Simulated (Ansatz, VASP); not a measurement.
# InP: VASP beside Ansatz

```xyz
2
Lattice="0.0000 2.7867 2.7867 2.7867 0.0000 2.7867 2.7867 2.7867 0.0000" Properties=species:S:1:pos:R:3 pbc="T T T"
In    0.0000    0.0000    0.0000
P     1.3934    1.3934    1.3934
```

Alike in both runs: task single point; functional r2SCAN; k mesh 14 × 14 × 14; occupations gaussian, width 0.05 eV; no spin polarisation.

```csv
,VASP,Ansatz
version,VASP 6.6.1,Ansatz 0.2.0
potentials or method,"VASP PAW PBE potentials, release 64 (In_d, P), cutoff 520 eV","scalar-relativistic, plane waves, PAW"
valence electrons in the cell,18,18
```

Ansatz gave:

| Property | Result |
| --- | --- |
| gap on the k mesh at the Fermi level (eV) | 1.72 |
| least direct gap on the mesh (eV) | 2.02 |
| pressure (GPa) | 17.6 |

Estimate VASP's values.

gap on the k mesh at the Fermi level (eV): 1.72; least direct gap on the mesh (eV): 2.03; pressure (GPa): 17.4.

VASP's potentials were made for PBE, not for r2SCAN. With one functional, cell and mesh, what is left measures potentials, basis and numerics.
